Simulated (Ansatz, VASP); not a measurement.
## Two plane-wave programs on Si2W

Contents of INCAR:

```
SYSTEM = Si2W
ALGO = Normal
EDIFF = 1E-6
ENCUT = 520
GGA = CA
ISIF = 2
ISMEAR = 0
LASPH = .True.
LCHARG = .False.
LREAL = .False.
LWAVE = .False.
NBANDS = 18
NELM = 100
PREC = Accurate
SIGMA = 0.15
```

KPOINTS

```
k-points
0
Gamma
  20 20 20
  0 0 0
```

POSCAR

```
Si2W
1.0
   -1.5090515803      1.5090515803      4.1566825779
    1.5090515803     -1.5090515803      4.1566825779
    1.5090515803      1.5090515803     -4.1566825779
Si W
2 1
Direct
    0.3346644983      0.3346644983      0.0000000000
    0.6653355017      0.6653355017      0.0000000000
    0.0000000000      0.0000000000      0.0000000000
```

Input for Ansatz:

```yaml
crystal:
  lattice:
    - [-1.5090515803, 1.5090515803, 4.1566825779]
    - [1.5090515803, -1.5090515803, 4.1566825779]
    - [1.5090515803, 1.5090515803, -4.1566825779]
  atoms:
    - { symbol: Si, position: [0.3346644983, 0.3346644983, 0.0] }
    - { symbol: Si, position: [0.6653355017, 0.6653355017, 0.0] }
    - { symbol: W, position: [0.0, 0.0, 0.0] }
basis:
  ecutwfc: 420
kpoints:
  mp_grid: { grid: [20, 20, 20] }
hamiltonian:
  xc: lda
  pseudopotentials: { kind: paw, azcp: { folder: soft_1 } }
scf:
  occupations: { method: gaussian, width: 0.15 }
output:
  forces: true
  stress: true
  eigenvalues: true
```

Alike in both runs: task single point; functional LDA; k mesh 20 × 20 × 20; occupations gaussian, width 0.15 eV; no spin polarisation.

|  | VASP | Ansatz |
| --- | --- | --- |
| version | VASP 6.6.1 | Ansatz 0.2.0 |
| potentials or method | VASP PAW LDA potentials, release 64 (Si, W_sv), cutoff 520 eV | scalar-relativistic, plane waves, PAW |
| valence electrons in the cell | 22 | 22 |

Ansatz gave:

* gap on the k mesh at the Fermi level (eV): none
* pressure (GPa): 11.5
* traceless stress, the component that is largest in VASP (GPa): -29.77
* rms of the force components (eV/Å): 0.018

Question: Estimate VASP's values.

Answer: gap on the k mesh at the Fermi level (eV): none; pressure (GPa): 12.3; traceless stress, the component that is largest in VASP (GPa): -29.85; rms of the force components (eV/Å): 0.032.

Ansatz warns that its potentials were made for another functional, while VASP's fit it. LDA's correlation is that of Perdew and Zunger in VASP and of Perdew and Wang (1992) in Ansatz. Atom by atom the forces differ by 0.014 eV/Å (rms over components). A gap of «none» marks a metal or a gap that the smearing closes.

Spin-orbit coupling is off throughout.
